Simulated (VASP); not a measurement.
# BaTiO3 (P1) in VASP: notebook, part 2 of 2

VASP 6.6.1.

## (3) Single point, PBEsol

Input file INCAR:

```
SYSTEM = BaTiO3
PREC     = Accurate       ! precision mode
ENCUT    = 520            ! plane-wave cutoff, eV
EDIFF    = 1E-6           ! SCF threshold, eV
ISMEAR   = -1             ! smearing method
SIGMA    = 0.02           ! smearing width, eV
LREAL    = Auto         
LASPH    = .True.         ! aspherical terms in the spheres
NELM     = 100            ! most SCF steps
ALGO     = Normal         ! electronic algorithm
ISIF     = 2              ! what is computed and relaxed
LWAVE    = .False.        ! write WAVECAR
LCHARG   = .False.        ! write CHGCAR
GGA      = PS             ! functional
NBANDS   = 96             ! bands
```

Input file KPOINTS:

```
regular mesh
0
Gamma
  4 2 2
  0 0 0
```

Input file POSCAR:

```
BaTiO3
1.0
    3.9940959633      0.0000000000      0.0000000000
    0.0000000000      7.9881919266      0.0000000000
    0.0000000000      0.0000000000      7.9881919266
Ba Ti O
4 4 12
Direct
    0.4927172552      0.2437753146      0.2558051958
    0.5140635125      0.2495404490      0.7518436031
    0.5030452494      0.7460757146      0.2459798185
    0.5139448373      0.7588538252      0.7420343745
    0.0140735226      0.0148471646      0.0075889514
    0.0056956568     -0.0004673148      0.5053974713
    0.0053601616      0.5114862083      0.0131521627
    0.0095781374      0.5010722122      0.5175552914
    0.4662627080     -0.0098913497     -0.0053710527
   -0.0142410199      0.2421779569     -0.0085347223
   -0.0406334754     -0.0060193847      0.2416669526
    0.4577271094     -0.0003043242      0.4905712126
   -0.0328219455      0.2469893085      0.4894760962
   -0.0122385642     -0.0068708915      0.7485161918
    0.4898900823      0.4932593053     -0.0085382275
   -0.0205370629      0.7416548143     -0.0094038802
   -0.0199627152      0.4911500670      0.2411172663
    0.4608890264      0.4935846605      0.4906767434
   -0.0287576966      0.7502707816      0.4935334599
   -0.0134541084      0.4984647385      0.7427896143
```

Potentials or basis: VASP PAW PBE potentials, release 64 (Ba_sv, Ti_sv, O).

Run with:

```console
$ cat potpaw_PBE.64/Ba_sv/POTCAR potpaw_PBE.64/Ti_sv/POTCAR potpaw_PBE.64/O/POTCAR > POTCAR
$ mpirun -np 1 vasp_std > vasp.out
```

Run time: 10 min. Hardware: 1 thread of Oxide Virtual Turin-like, shared host; peak memory 0.38 GiB.

The run converged. Its results:

| Quantity | Value |
| --- | --- |
| Free energy | -167.6044 eV |
| Pressure | 2.8 GPa |
| Largest force | 1.326 eV/Å |
| Band gap on the k mesh | 2.26 eV |

Forces on the atoms (eV/Å):
```
Ba  -0.092  0.597 -0.316
Ba  -0.467  0.078  0.120
Ba  -0.304  0.096  0.079
Ba  -0.569 -0.466  0.810
Ti  -0.425 -1.086 -0.367
Ti  -0.151  0.207 -0.039
Ti   0.047 -0.222 -0.541
Ti  -0.249 -0.188 -1.289
O    0.566  0.353  0.154
O    0.049  0.268  0.156
O    0.440  0.150  0.264
O    0.527 -0.097  0.262
O    0.185 -0.214  0.582
O   -0.191  0.360 -0.973
O   -0.361  0.111  0.187
O    0.188 -0.129  0.356
O    0.085  0.334  0.049
O    0.604  0.267  0.391
O    0.131 -0.299  0.113
O   -0.013 -0.119  0.001
```

Stress tensor (GPa, compression positive):
```
3.89 0.41 0.48
0.41 1.69 0.32
0.48 0.32 2.96
```

Levels at points of the mesh, in eV from the valence-band top:
```
           k point  band 77  band 78  band 79  band 80  band 81  band 82  band 83  band 84
(0.00, 0.00, 0.00)    -0.63    -0.56    -0.53    -0.18     2.26     2.43     2.53     2.79
(0.50, 0.00, 0.00)    -0.21    -0.10    -0.09     0.00     2.58     3.74     3.76     3.78
(0.00, 0.50, 0.00)    -0.75    -0.74    -0.60    -0.53     2.46     2.67     2.87     2.89
(0.00, 0.00, 0.50)    -0.72    -0.70    -0.58    -0.54     2.31     2.73     2.86     2.97
(0.50, 0.50, 0.00)    -0.58    -0.39    -0.22    -0.09     2.99     3.17     3.77     3.78
(0.50, 0.00, 0.50)    -0.56    -0.45    -0.23    -0.01     3.01     3.42     3.76     3.76
(0.00, 0.50, 0.50)    -0.69    -0.55    -0.53    -0.50     2.76     2.81     2.89     3.01
(0.50, 0.50, 0.50)    -0.66    -0.61    -0.51    -0.40     3.24     3.47     3.67     3.73
```

Caveat: the PAW data sets were made with another functional, which shifts forces and pressure a little; spin-orbit coupling is left out, which moves the levels of the heavy elements. A k mesh can miss the band edges.

## (4) Single point, PBEsol

Input file INCAR:

```
ALGO = Normal ; EDIFF = 1E-6
ENCUT = 520 ; GGA = PS
ISIF = 2 ; ISMEAR = -1
LASPH = T ; LCHARG = F
LREAL = Auto ; LWAVE = F
NBANDS = 96 ; NELM = 80
PREC = Accurate ; SIGMA = 0.146
```

Input file KPOINTS:

```
k-points
0
Gamma
  4 2 2
```

Input file POSCAR:

```
BaTiO3
1.0
    3.9923440000      0.0000000000      0.0000000000
    0.0000000000      7.9846890000      0.0000000000
    0.0000000000      0.0000000000      7.9846890000
Ba Ti O
4 4 12
Direct
    0.4878277022      0.2490490237      0.2553523375
    0.4988024579      0.2524198500      0.7506026847
    0.4909416623      0.7516960272      0.2483228840
    0.5124723721      0.7516855071      0.7496898126
    0.0015760165     -0.0043633509      0.0007022190
   -0.0135196266     -0.0114138447      0.4980607260
   -0.0009934014      0.4957367782      0.0053437272
   -0.0173842735      0.4945599008      0.4989397834
    0.5144090790      0.0025624041     -0.0118793606
    0.0011256545      0.2428115860     -0.0015979332
    0.0535084151     -0.0042039208      0.2498926383
    0.4950658060     -0.0015826540      0.5087767351
    0.0462192136      0.2623965692      0.4944866356
    0.0118188713      0.0090861397      0.7286743416
    0.5208944921      0.4964006738      0.0043454416
   -0.0300798228      0.7466947053     -0.0000358186
    0.0125948566      0.4787627921      0.2576234340
    0.5176247337      0.5094222205      0.5077799524
    0.0038040309      0.7533917727      0.4764279485
   -0.0276839872      0.5190123247      0.7432412208
```

Potentials or basis: VASP PAW PBE potentials, release 64 (Ba_sv, Ti_sv, O).

Run with:

```console
$ cat potpaw_PBE.64/Ba_sv/POTCAR potpaw_PBE.64/Ti_sv/POTCAR potpaw_PBE.64/O/POTCAR > POTCAR
$ mpirun -np 1 vasp_std > vasp.out
```

OUTCAR:

```text
EDIFF = 1E-6
   ENCUT = 520
   GGA = PS
   ISIF = 2
   ISMEAR = -1
   LASPH = T
   LREAL = Auto
   NELM = 80
   PREC = Accurate

 ion  position               nearest neighbor table
   1  0.488  0.249  0.255-  13 2.60  17 2.64  11 2.66  17 2.78  15 2.82  10 2.83  12 2.85  18 2.90
                            10 2.90   9 2.90  13 2.94  11 3.03   8 3.40   7 3.42   8 3.42   5 3.46
   2  0.499  0.252  0.751-  13 2.73   9 2.75  14 2.75  12 2.80  10 2.81  15 2.81  10 2.82  18 2.82
                            14 2.83  20 2.85  20 2.99  13 2.99   8 3.39   7 3.45   7 3.45   8 3.47
   3  0.491  0.752  0.248-  11 2.62  19 2.66  19 2.74  16 2.76  15 2.82  18 2.84  12 2.86  16 2.87
                             9 2.89  17 2.90  11 2.97  17 3.02   6 3.39   5 3.39   6 3.41   7 3.43
   4  0.512  0.752  0.750-  20 2.61  16 2.71  18 2.73  12 2.75   9 2.76  20 2.85  14 2.87  14 2.87
                            15 2.88  19 2.93  16 2.95  19 2.98   6 3.35   5 3.41   8 3.43   5 3.46
   5  0.002  0.996  0.001-   9 1.95  10 1.97  16 1.99  11 2.00   9 2.05  14 2.18   3 3.39   4 3.41
                             3 3.44   4 3.46   1 3.46   2 3.48   2 3.50   1 3.53
   6  0.986  0.989  0.498-  14 1.85  19 1.89  12 1.97  11 2.00  12 2.03  13 2.20   4 3.35   3 3.39
                             3 3.41   4 3.47   1 3.47   1 3.48   2 3.51   2 3.56
   7  0.999  0.496  0.005-  15 1.91  16 2.01  17 2.02  10 2.02  15 2.08  20 2.10   1 3.42   3 3.43
                             2 3.45   2 3.45   1 3.47   3 3.47   4 3.48   4 3.54
   8  0.983  0.495  0.499-  18 1.86  13 1.87  17 1.93  20 1.96  19 2.08  18 2.14   2 3.39   1 3.40
                             1 3.42   4 3.43   2 3.47   3 3.47   3 3.51   4 3.56
   9  0.514  0.003  0.988-   5 1.95   5 2.05   2 2.75   4 2.76   3 2.89   1 2.90
  10  0.001  0.243  0.998-   5 1.97   7 2.02   2 2.81   2 2.82   1 2.83   1 2.90
  11  0.054  0.996  0.250-   6 2.00   5 2.00   3 2.62   1 2.66   3 2.97   1 3.03
  12  0.495  0.998  0.509-   6 1.97   6 2.03   4 2.75   2 2.80   1 2.85   3 2.86
  13  0.046  0.262  0.494-   8 1.87   6 2.20   1 2.60   2 2.73   1 2.94   2 2.99
  14  0.012  0.009  0.729-   6 1.85   5 2.18   2 2.75   2 2.83   4 2.87   4 2.87
  15  0.521  0.496  0.004-   7 1.91   7 2.08   2 2.81   1 2.82   3 2.82   4 2.88
  16  0.970  0.747  1.000-   5 1.99   7 2.01   4 2.71   3 2.76   3 2.87   4 2.95
  17  0.013  0.479  0.258-   8 1.93   7 2.02   1 2.64   1 2.78   3 2.90   3 3.02
  18  0.518  0.509  0.508-   8 1.86   8 2.14   4 2.73   2 2.82   3 2.84   1 2.90
  19  0.004  0.753  0.476-   6 1.89   8 2.08   3 2.66   3 2.74   4 2.93   4 2.98
  20  0.972  0.519  0.743-   8 1.96   7 2.10   4 2.61   4 2.85   2 2.85   2 2.99

  LATTYP: Found a simple tetragonal cell.
 ALAT       =     7.9846890000
 C/A-ratio  =     0.4999999374

  Lattice vectors:

 A1 = (   0.0000000000,   7.9846890000,   0.0000000000)
 A2 = (   0.0000000000,   0.0000000000,   7.9846890000)
 A3 = (   3.9923440000,   0.0000000000,   0.0000000000)

Analysis of symmetry for initial positions (statically):
=====================================================================
 Subroutine PRICEL returns:
 Original cell was already a primitive cell.

 Routine SETGRP: Setting up the symmetry group for a
 simple tetragonal supercell.

 Subroutine GETGRP returns: Found  1 space group operations
 (whereof  1 operations were pure point group operations)
 out of a pool of 16 trial point group operations.

The static configuration has the point symmetry C_1 .

Analysis of symmetry for dynamics (positions and initial velocities):
=====================================================================
 Subroutine PRICEL returns:
 Original cell was already a primitive cell.

 Routine SETGRP: Setting up the symmetry group for a
 simple tetragonal supercell.

 Subroutine GETGRP returns: Found  1 space group operations
 (whereof  1 operations were pure point group operations)
 out of a pool of 16 trial point group operations.

The dynamic configuration has the point symmetry C_1 .

 Subroutine INISYM returns: Found  1 space group operations
[... 111 lines left out ...]
   PREC   = accura    normal or accurate (medium, high low for compatibility)
   ISTART =      0    job   : 0-new  1-cont  2-samecut
   ICHARG =      2    charge: 1-file 2-atom 10-const
   ISPIN  =      1    spin polarized calculation?
   LNONCOLLINEAR =      F non collinear calculations
   LSORBIT =      F    spin-orbit coupling
   LASPH  =      T    aspherical Exc in radial PAW
   ENCUT  =  520.0 eV  38.22 Ry    6.18 a.u.   7.42 14.85 14.85*2*pi/ulx,y,z
   NELM   =     80;   NELMIN=  2; NELMDL= -5     # of ELM steps
   EDIFF  = 0.1E-05   stopping-criterion for ELM
   LREAL  =      T    real-space projection
   EDIFFG = 0.1E-04   stopping-criterion for IOM
   NSW    =      0    number of steps for IOM
   IBRION =     -1    ionic relax: 0-MD 1-quasi-New 2-CG
   NFREE  =      0    steps in history (QN), initial steepest desc. (CG)
   ISIF   =      2    stress and relaxation
   ISYM   =      2    0-nonsym 1-usesym 2-fastsym
   POTIM  = 0.5000    time-step for ionic-motion
   TEBEG  =    0.0;   TEEND  =   0.0 temperature during run
   PSTRESS=    0.0 pullay stress
   NELECT =     160.0000    total number of electrons
   NUPDOWN=      -1.0000    fix difference up-down
   EMIN   =  10.00;   EMAX   =-10.00  energy-range for DOS
   EFERMI =   0.00;   METHOD = LEGACY
   ISMEAR =    -1;   SIGMA  =   0.15  broadening in eV -4-tet -1-fermi 0-gaus
   EFERMI_NEDOS =   21; number of points for ismear=-14 and -15
   IALGO  =     38    algorithm
   IMIX   =      4    mixing-type and parameters
     AMIX     =   0.40;   BMIX     =  1.00
     AMIX_MAG =   1.60;   BMIX_MAG =  1.00
  volume/ion in A,a.u.               =      12.73        85.88
  Fermi-wavevector in a.u.,A,eV,Ry     =   1.402384  2.650121 26.758304  1.966680
  Thomas-Fermi vector in A             =   2.525151
   LORBIT       =      0    0 simple, 1 ext, 2 COOP (PROOUT), +10 PAW based schemes
   GGA     = PS    functional components
   LHFCALC =     F    Hartree Fock is set to
   AEXX    =    0.0000 exact exchange contribution
   IVDW    =     0    specifies the selected vdW correction
   LEPSILON=     F    determine dielectric tensor
   LRPA    =     F    only Hartree local field effects (RPA)
 non-spin polarized calculation
  energy-cutoff  :      520.00
  volume of cell :      254.53
 maximum number of plane-waves:      6894
 NGX is ok and might be reduce to    30
   NGX = 15   NGY = 29   NGZ = 29

 number of electron     159.9999992 magnetization

 Free energy of the ion-electron system (eV)
  ---------------------------------------------------
  ext. energy  EPLUGINS =         0.00000000
  ---------------------------------------------------
  free energy    TOTEN  =      -166.83304672 eV

  energy without entropy =     -166.82540598  energy(sigma->0) =     -166.82922635

 E-fermi :   4.6727     XC(G=0): -11.5461

 val. band max:        3.8280772957   @ k =   0.5000   0.0000   0.0000
 cond. band min:       5.3528175318   @ k =   0.0000   0.0000   0.5000
 fundamental gap:      1.5247402361
 Fermi energy:         4.6727352053

 k-point     1 :       0.0000    0.0000    0.0000
  band No.  band energies     occupation
      1     -52.8511      2.00000
      2     -52.8454      2.00000
      3     -52.2283      2.00000
      4     -52.0731      2.00000
      5     -29.2264      2.00000
      6     -29.1952      2.00000
[... 1129 lines left out ...]
     91       7.9330      0.00000
     92       7.9728      0.00000
 [bands above 92 left out]

------------------------ aborting loop because EDIFF is reached ----------------------------------------

  FORCE on cell =-STRESS in cart. coord.  units (eV):
  Direction    XX          YY          ZZ          XY          YZ          ZX
  --------------------------------------------------------------------------------------
  -------------------------------------------------------------------------------------
  Total        1.9841804      1.6196318      2.2654996      0.0865774     -0.0682271     -0.4119263
  in kB       12.4895783     10.1948989     14.2603641      0.5449679     -0.4294609     -2.5929022
  external PRESSURE =      12.3149471 kB  Pullay stress =       0.0000000 kB

 VOLUME and BASIS-vectors are now :
 -----------------------------------------------------------------------------
  energy-cutoff  :      520.00
  volume of cell :      254.53
      direct lattice vectors                 reciprocal lattice vectors
     3.992344000  0.000000000  0.000000000     0.250479418  0.000000000  0.000000000
     0.000000000  7.984689000  0.000000000     0.000000000  0.125239693  0.000000000
     0.000000000  0.000000000  7.984689000     0.000000000  0.000000000  0.125239693

 POSITION                                       TOTAL-FORCE (eV/Angst)
 -----------------------------------------------------------------------------------
      1.94758      1.98858      2.03891         0.578249     -0.155180     -0.118613
      1.99139      2.01549      5.99333         0.053731     -0.111775     -0.328186
      1.96001      6.00206      1.98278         0.288601     -0.429267      0.204603
      2.04597      6.00198      5.98604        -0.528394     -0.178875     -0.295543
      0.00629      7.94985      0.00561        -0.192395      0.547934      0.371757
      3.93837      7.89355      3.97686         0.100648      0.105111      0.209293
[... 12 lines left out ...]
      0.01519      6.01560      3.80413        -0.093441      0.255005      0.629791
      3.88182      4.14415      5.93455         1.209472     -0.791233      1.249475
 -----------------------------------------------------------------------------------
    total drift:                               -0.008171      0.006024      0.006714

  FREE ENERGIE OF THE ION-ELECTRON SYSTEM (eV)
  ---------------------------------------------------
  free  energy   TOTEN  =      -166.8330467203 eV

  energy  without entropy=     -166.8254059764  energy(sigma->0) =     -166.82922635
```

It took 18 min on 1 thread of Oxide Virtual Turin-like, shared host; peak memory 0.39 GiB.

What came out:

- Free energy: -166.8330 eV
- Pressure: 1.2 GPa
- Largest force: 2.282 eV/Å
- Band gap on the k mesh: 1.52 eV, indirect (least direct gap 1.70 eV)

Forces in eV/Å, atoms in the order of the input:
```
Ba   0.578 -0.155 -0.119
Ba   0.054 -0.112 -0.328
Ba   0.289 -0.429  0.205
Ba  -0.528 -0.179 -0.296
Ti  -0.192  0.548  0.372
Ti   0.101  0.105  0.209
Ti  -0.565 -0.090 -0.190
Ti   0.091 -0.016  0.551
O   -0.018 -0.321  0.288
O    0.232  0.463 -0.239
O   -1.196  0.379 -1.490
O    1.205  0.112 -0.829
O   -1.078 -0.531  0.461
O   -0.171 -0.536  1.816
O   -0.715 -0.057  0.059
O    1.088  0.324  0.131
O   -0.061  1.174 -1.956
O   -0.229 -0.141 -0.524
O   -0.093  0.255  0.630
O    1.209 -0.791  1.249
```

Stress tensor (GPa, compression positive):
```
 1.25  0.05 -0.26
 0.05  1.02 -0.04
-0.26 -0.04  1.43
```

Caveat: the PAW data sets were made with another functional, which shifts forces and pressure a little; spin-orbit coupling is left out, which moves the levels of the heavy elements. A k mesh can miss the band edges.
